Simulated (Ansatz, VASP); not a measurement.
CdMo: VASP beside Ansatz

File INCAR:

```
SYSTEM = CdMo
  ALGO = Fast
  EDIFF = 1E-6
  EDIFFG = -0.01
  ENCUT = 600
  GGA = PE
  IBRION = 2
  ISIF = 3
  ISMEAR = 0
  LASPH = .TRUE.
  LCHARG = .FALSE.
  LREAL = .FALSE.
  LWAVE = .FALSE.
  NELM = 80
  NSW = 100
  PREC = Accurate
  SIGMA = 0.1
```

KPOINTS

```
k-points
0
G
  20 20 12
  0 0 0
```

File POSCAR:

```
CdMo
1.0
    2.7415041911      0.0000000000      0.0000000000
    0.0000000000      2.7415041911      0.0000000000
    0.0000000000      0.0000000000      4.7070312395
Cd Mo
1 1
Direct
    0.5000000000      0.5000000000      0.5000000000
    0.0000000000      0.0000000000      0.0000000000
```

Input for Ansatz:

```yaml
crystal:
  lattice:
    - [2.7415041911, 0.0, 0.0]
    - [0.0, 2.7415041911, 0.0]
    - [0.0, 0.0, 4.7070312395]
  atoms:
    - { symbol: Cd, position: [0.5, 0.5, 0.5] }
    - { symbol: Mo, position: [0.0, 0.0, 0.0] }
basis:
  ecutwfc: 420
kpoints:
  mp_grid: { grid: [20, 20, 12] }
hamiltonian:
  xc: pbe
scf:
  occupations: { method: gaussian, width: 0.1 }
output:
  forces: true
  stress: true
  eigenvalues: true
  write_density: true
  write_potential: true
  elf: true
  volumetric_format: npy
relax:
  adjacent_minimum: "off"
  f_tol: 0.01
  max_steps: 80
  cell: { stress_tol: 0.05 }
```

Alike in both runs: task relaxation of cell and atoms; functional PBE; k mesh 20 × 20 × 12; occupations gaussian, width 0.1 eV; no spin polarisation.

|  | VASP | Ansatz |
| --- | --- | --- |
| version | VASP 6.6.1 | Ansatz 0.2.0 |
| potentials or method | VASP PAW PBE potentials, release 64 (Cd, Mo_sv), cutoff 600 eV | scalar-relativistic, plane waves, PAW |
| valence electrons in the cell | 26 | 34 |

```tsv
	VASP	Ansatz	Ansatz less VASP
gap on the k mesh at the Fermi level, each at its own relaxed structure (eV)	none	none	-
relaxed volume (Å³/atom)	17.73	17.66	-0.071
relaxed length of the cell vector where the two differ most in proportion (Å)	4.642	4.634	-0.0075
```

A gap of «none» marks a metal or a gap that the smearing closes. VASP's potentials hold 26 valence electrons a cell and Ansatz's 34, so a difference there can come from the potentials and not from the codes.
